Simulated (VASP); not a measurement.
# Al in VASP: notebook

Runs on Al. Level: PBE. Tasks: single point, relaxation of cell and atoms.

Program: VASP 6.6.1. These are calculated values, not measurements. Logs are shortened: lines on timing, memory, paths and dates and some standing lists are left out, and cuts for length are marked.

## (1) The cell of the first run

It takes space group P4/mmm (No. 123, tetragonal). Conventional cell: a = 2.507 Å, b = 2.507 Å, c = 2.668 Å, α = 90.00°, β = 90.00°, γ = 90.00°. Within 3.3 Å of Al (site symmetry 4/mmm) lie 6 Al at 2.51 to 2.67 Å.

## (2) Single point, PBE

Input file INCAR:

```
  PREC = Accurate
  ENCUT = 520
  EDIFF = 1E-6
  ISMEAR = 0
  SIGMA = 0.1
  LREAL = False
  LASPH = True
  NELM = 60
  ALGO = Normal
  ISIF = 2
  LWAVE = False
  LCHARG = False
  GGA = PE
  NBANDS = 8
```

Input file KPOINTS:

```
regular mesh
0
Gamma
  6 6 6
```

Input file POSCAR:

```
Al
1.0
    2.5070190800      0.0000000000      0.0000000000
    0.0000000000      2.5070190800      0.0000000000
    0.0000000000      0.0000000000      2.6681242400
Al
1
Direct
    0.0000000000      0.0000000000      0.5000000000
```

Potentials or basis: VASP PAW PBE potentials, release 64 (Al).

Command:

```bash
> cat potpaw_PBE.64/Al/POTCAR > POTCAR
> mpirun -np 1 vasp_std > vasp.out
```

OUTCAR:

```text
PREC = Accurate
   ENCUT = 520
   EDIFF = 1E-6
   ISMEAR = 0
   LREAL = False
   LASPH = True
   NELM = 60
   ISIF = 2
   GGA = PE

 ion  position               nearest neighbor table
   1  0.000  0.000  0.500-

  LATTYP: Found a simple tetragonal cell.
 ALAT       =     2.5070190800
 C/A-ratio  =     1.0642616410

  Lattice vectors:

 A1 = (   2.5070190800,   0.0000000000,   0.0000000000)
 A2 = (   0.0000000000,   2.5070190800,   0.0000000000)
 A3 = (   0.0000000000,   0.0000000000,   2.6681242400)

Analysis of symmetry for initial positions (statically):
=====================================================================
 Subroutine PRICEL returns:
 Original cell was already a primitive cell.

 Routine SETGRP: Setting up the symmetry group for a
 simple tetragonal supercell.

 Subroutine GETGRP returns: Found 16 space group operations
 (whereof 16 operations were pure point group operations)
 out of a pool of 16 trial point group operations.

The static configuration has the point symmetry D_4h.

Analysis of symmetry for dynamics (positions and initial velocities):
=====================================================================
 Subroutine PRICEL returns:
 Original cell was already a primitive cell.

 Routine SETGRP: Setting up the symmetry group for a
 simple tetragonal supercell.

 Subroutine GETGRP returns: Found 16 space group operations
 (whereof 16 operations were pure point group operations)
 out of a pool of 16 trial point group operations.

The dynamic configuration has the point symmetry D_4h.

 Subroutine INISYM returns: Found 16 space group operations
 (whereof 16 operations are pure point group operations),
 and found     1 'primitive' translations

----------------------------------------------------------------------------------------

                                     Primitive cell

  volume of cell :      16.7695

  direct lattice vectors                    reciprocal lattice vectors
     2.507019080  0.000000000  0.000000000     0.398880091  0.000000000  0.000000000
     0.000000000  2.507019080  0.000000000     0.000000000  0.398880091  0.000000000
     0.000000000  0.000000000  2.668124240     0.000000000  0.000000000  0.374795141

  length of vectors
     2.507019080  2.507019080  2.668124240     0.398880091  0.398880091  0.374795141

  position of ions in fractional coordinates (direct lattice)
     0.000000000  0.000000000  0.500000000

  ion indices of the primitive-cell ions
   primitive index   ion index
                 1           1

----------------------------------------------------------------------------------------

 KPOINTS: regular mesh

Automatic generation of k-mesh.
 Grid dimensions read from file:
 generate k-points for:    6    6    6

 Generating k-lattice:

  Cartesian coordinates                     Fractional coordinates (reciprocal lattice)
     0.066480015  0.000000000  0.000000000     0.166666667  0.000000000  0.000000000
     0.000000000  0.066480015  0.000000000     0.000000000  0.166666667  0.000000000
     0.000000000  0.000000000  0.062465857     0.000000000  0.000000000  0.166666667

  Length of vectors
     0.066480015  0.066480015  0.062465857

  Shift w.r.t. Gamma in fractional coordinates (k-lattice)
     0.000000000  0.000000000  0.000000000

 Subroutine IBZKPT returns following result:
 ===========================================

 Found     40 irreducible k-points:

 Following reciprocal coordinates:
            Coordinates               Weight
  0.000000  0.000000  0.000000      1.000000
  0.166667  0.000000  0.000000      4.000000
  0.333333  0.000000  0.000000      4.000000
  0.500000  0.000000  0.000000      2.000000
  0.166667  0.166667  0.000000      4.000000
  0.333333  0.166667  0.000000      8.000000
[... 16 lines left out ...]
  0.333333  0.000000  0.333333      8.000000
  0.500000  0.000000  0.333333      4.000000
 [... further k-points ...]
   k-points           NKPTS =     40   k-points in BZ     NKDIM =     40   number of bands    NBANDS=      8
   number of dos      NEDOS =    301   number of ions     NIONS =      1
   total plane-waves  NPLWV =   8000
   dimension x,y,z NGX =    20 NGY =   20 NGZ =   20
   dimension x,y,z NGXF=    40 NGYF=   40 NGZF=   40
   ions per type =               1
   NGX,Y,Z   is equivalent  to a cutoff of  13.26, 13.26, 12.46 a.u.
   NGXF,Y,Z  is equivalent  to a cutoff of  26.52, 26.52, 24.92 a.u.
 SYSTEM =  unknown system
   PREC   = accura    normal or accurate (medium, high low for compatibility)
   ISTART =      0    job   : 0-new  1-cont  2-samecut
   ICHARG =      2    charge: 1-file 2-atom 10-const
   ISPIN  =      1    spin polarized calculation?
   LNONCOLLINEAR =      F non collinear calculations
   LSORBIT =      F    spin-orbit coupling
   LASPH  =      T    aspherical Exc in radial PAW
   ENCUT  =  520.0 eV  38.22 Ry    6.18 a.u.   4.66  4.66  4.96*2*pi/ulx,y,z
   NELM   =     60;   NELMIN=  2; NELMDL= -5     # of ELM steps
   EDIFF  = 0.1E-05   stopping-criterion for ELM
   LREAL  =      F    real-space projection
   EDIFFG = 0.1E-04   stopping-criterion for IOM
   NSW    =      0    number of steps for IOM
   IBRION =     -1    ionic relax: 0-MD 1-quasi-New 2-CG
   NFREE  =      0    steps in history (QN), initial steepest desc. (CG)
   ISIF   =      2    stress and relaxation
   ISYM   =      2    0-nonsym 1-usesym 2-fastsym
   POTIM  = 0.5000    time-step for ionic-motion
   TEBEG  =    0.0;   TEEND  =   0.0 temperature during run
   PSTRESS=    0.0 pullay stress
   NELECT =       3.0000    total number of electrons
   NUPDOWN=      -1.0000    fix difference up-down
   EMIN   =  10.00;   EMAX   =-10.00  energy-range for DOS
   EFERMI =   0.00;   METHOD = LEGACY
   ISMEAR =     0;   SIGMA  =   0.10  broadening in eV -4-tet -1-fermi 0-gaus
   EFERMI_NEDOS =   21; number of points for ismear=-14 and -15
   IALGO  =     38    algorithm
   IMIX   =      4    mixing-type and parameters
     AMIX     =   0.40;   BMIX     =  1.00
     AMIX_MAG =   1.60;   BMIX_MAG =  1.00
  volume/ion in A,a.u.               =      16.77       113.17
  Fermi-wavevector in a.u.,A,eV,Ry     =   0.922447  1.743172 11.577315  0.850909
  Thomas-Fermi vector in A             =   2.047975
   LORBIT       =      0    0 simple, 1 ext, 2 COOP (PROOUT), +10 PAW based schemes
   GGA     = PE    functional components
   LHFCALC =     F    Hartree Fock is set to
   AEXX    =    0.0000 exact exchange contribution
   IVDW    =     0    specifies the selected vdW correction
   LEPSILON=     F    determine dielectric tensor
   LRPA    =     F    only Hartree local field effects (RPA)
 non-spin polarized calculation
 Gauss-broadening in eV      SIGMA  =   0.10
  energy-cutoff  :      520.00
  volume of cell :       16.77
 maximum number of plane-waves:       464
 NGX is ok and might be reduce to    20
   NGX =  9   NGY =  9   NGZ =  9

 number of electron       3.0000000 magnetization

 Free energy of the ion-electron system (eV)
  ---------------------------------------------------
  ext. energy  EPLUGINS =         0.00000000
  ---------------------------------------------------
  free energy    TOTEN  =        -3.14302299 eV

  energy without entropy =       -3.14207682  energy(sigma->0) =       -3.14254990

 E-fermi :   7.4243     XC(G=0): -10.0780

 val. band max:        7.2516136101   @ k =   0.3333   0.1667   0.0000
 cond. band min:       7.4382446972   @ k =   0.5000   0.0000   0.5000
 fundamental gap:      0.1866310872
 Fermi energy:         7.4243214413

 k-point     1 :       0.0000    0.0000    0.0000
  band No.  band energies     occupation
      1      -3.3023      2.00000
      2      15.2003      0.00000
      3      16.1579      0.00000
      4      16.3382      0.00000
      5      18.9155      0.00000
      6      18.9155      0.00000
      7      25.3460      0.00000
      8      33.5003      0.00000

 k-point     2 :       0.1667    0.0000    0.0000
  band No.  band energies     occupation
      1      -2.6526      2.00000
      2      11.7891      0.00000
      3      15.9840      0.00000
      4      16.6980      0.00000
      5      19.4386      0.00000
      6      21.4931      0.00000
      7      28.3783      0.00000
      8      29.6848      0.00000

 k-point     3 :       0.3333    0.0000    0.0000
  band No.  band energies     occupation
      1      -0.7259      2.00000
      2       6.6813      2.00000
      3      17.4978      0.00000
      4      18.3223      0.00000
      5      21.0127      0.00000
      6      23.6505      0.00000
      7      24.8965      0.00000
      8      27.3359      0.00000

 k-point     4 :       0.5000    0.0000    0.0000
  band No.  band energies     occupation
      1       2.2351      2.00000
      2       2.6138      2.00000
      3      18.7532      0.00000
      4      20.8225      0.00000
      5      21.2974      0.00000
      6      23.6380      0.00000
      7      23.6591      0.00000
      8      24.2052      0.00000

 k-point     5 :       0.1667    0.1667    0.0000
  band No.  band energies     occupation
      1      -2.0059      2.00000
      2      11.6818      0.00000
      3      13.2305      0.00000
      4      17.2365      0.00000
      5      18.9377      0.00000
      6      25.7728      0.00000
      7      27.3690      0.00000
      8      29.4834      0.00000

 k-point     6 :       0.3333    0.1667    0.0000
  band No.  band energies     occupation
      1      -0.0882      2.00000
      2       7.2516      1.98541
      3      14.3101      0.00000
      4      18.8527      0.00000
      5      19.7594      0.00000
      6      23.2640      0.00000
      7      25.3498      0.00000
      8      27.3488      0.00000

 k-point     7 :       0.5000    0.1667    0.0000
  band No.  band energies     occupation
      1       2.8750      2.00000
      2       3.2118      2.00000
      3      16.2587      0.00000
      4      18.1599      0.00000
      5      21.2894      0.00000
      6      21.8584      0.00000
      7      24.2096      0.00000
      8      24.8167      0.00000

 k-point     8 :       0.3333    0.3333    0.0000
  band No.  band energies     occupation
      1       1.8012      2.00000
      2       8.2636      0.00000
      3      10.1295      0.00000
      4      16.2356      0.00000
      5      20.4304      0.00000
      6      23.4929      0.00000
      7      25.8527      0.00000
      8      28.2059      0.00000

 k-point     9 :       0.5000    0.3333    0.0000
  band No.  band energies     occupation
      1       4.7428      2.00000
      2       4.9794      2.00000
      3      11.9329      0.00000
      4      12.6953      0.00000
      5      22.6937      0.00000
      6      23.3741      0.00000
      7      26.1531      0.00000
      8      26.6102      0.00000

 k-point    10 :       0.5000    0.5000    0.0000
  band No.  band energies     occupation
      1       7.1236      1.99998
      2       7.1236      1.99998
      3       8.6196      0.00000
      4       9.3078      0.00000
      5      24.6045      0.00000
      6      24.6045      0.00000
      7      25.7269      0.00000
      8      28.8203      0.00000
[... 78 lines left out ...]
 k-point    18 :       0.3333    0.3333    0.1667
  band No.  band energies     occupation
      1       2.3486      2.00000
      2       8.7585      0.00000
      3      10.4908      0.00000
      4      15.4916      0.00000
      5      17.5080      0.00000
      6      21.6754      0.00000
      7      24.5527      0.00000
      8      28.5324      0.00000

 k-point    19 :       0.5000    0.3333    0.1667
  band No.  band energies     occupation
      1       5.2856      2.00000
      2       5.4911      2.00000
      3      12.2377      0.00000
      4      13.2000      0.00000
      5      18.8385      0.00000
      6      18.9608      0.00000
      7      25.4349      0.00000
      8      27.5500      0.00000

 k-point    20 :       0.5000    0.5000    0.1667
  band No.  band energies     occupation
      1       7.6211      0.00539
      2       7.6211      0.00539
      3       9.1233      0.00000
      4       9.8315      0.00000
      5      20.4643      0.00000
      6      20.4643      0.00000
      7      22.6938      0.00000
      8      24.7384      0.00000

 k-point    21 :       0.0000    0.0000    0.3333
  band No.  band energies     occupation
      1      -1.0538      2.00000
      2       5.6489      2.00000
      3      17.9099      0.00000
      4      20.7697      0.00000
      5      20.7697      0.00000
      6      24.3635      0.00000
      7      26.5127      0.00000
      8      26.5127      0.00000

 k-point    22 :       0.1667    0.0000    0.3333
  band No.  band energies     occupation
      1      -0.4129      2.00000
      2       6.2356      2.00000
      3      14.0287      0.00000
      4      19.9570      0.00000
      5      21.2785      0.00000
      6      23.3788      0.00000
      7      26.9725      0.00000
      8      27.8841      0.00000

 k-point    23 :       0.3333    0.0000    0.3333
  band No.  band energies     occupation
      1       1.4853      2.00000
      2       7.6124      0.00783
      3       9.4216      0.00000
      4      15.3993      0.00000
      5      22.7932      0.00000
      6      24.7264      0.00000
      7      27.6858      0.00000
      8      29.9730      0.00000

 k-point    24 :       0.5000    0.0000    0.3333
  band No.  band energies     occupation
      1       4.4781      2.00000
      2       4.6315      2.00000
      3      10.8251      0.00000
      4      11.7973      0.00000
      5      25.2439      0.00000
      6      25.2530      0.00000
      7      26.8918      0.00000
      8      28.7186      0.00000

 [... further k-points ...]
[... 5 lines left out ...]
  --------------------------------------------------------------------------------------
  -------------------------------------------------------------------------------------
  Total        2.1507329      2.1507329      0.8585065      0.0000000      0.0000000      0.0000000
  in kB      205.4829230    205.4829230     82.0224704      0.0000000      0.0000000      0.0000000
  external PRESSURE =     164.3294388 kB  Pullay stress =       0.0000000 kB

 VOLUME and BASIS-vectors are now :
 -----------------------------------------------------------------------------
  energy-cutoff  :      520.00
  volume of cell :       16.77
      direct lattice vectors                 reciprocal lattice vectors
     2.507019080  0.000000000  0.000000000     0.398880091  0.000000000  0.000000000
     0.000000000  2.507019080  0.000000000     0.000000000  0.398880091  0.000000000
     0.000000000  0.000000000  2.668124240     0.000000000  0.000000000  0.374795141

 POSITION                                       TOTAL-FORCE (eV/Angst)
 -----------------------------------------------------------------------------------
      0.00000      0.00000      1.33406         0.000000      0.000000      0.000000
 -----------------------------------------------------------------------------------
    total drift:                               -0.000000      0.000000      0.000000

  FREE ENERGIE OF THE ION-ELECTRON SYSTEM (eV)
  ---------------------------------------------------
  free  energy   TOTEN  =        -3.1430229868 eV

  energy  without entropy=       -3.1420768166  energy(sigma->0) =       -3.14254990
```

Run time: 5.8 s. Hardware: 1 thread of AMD EPYC 7R13, shared host; peak memory 0.09 GiB.

What came out:

```yaml
Free_energy: -3.1430 eV
Pressure: 16.4 GPa
```

Caveat: the k points lie up to 0.42 Å⁻¹ apart.

[end of part 1 of 2]
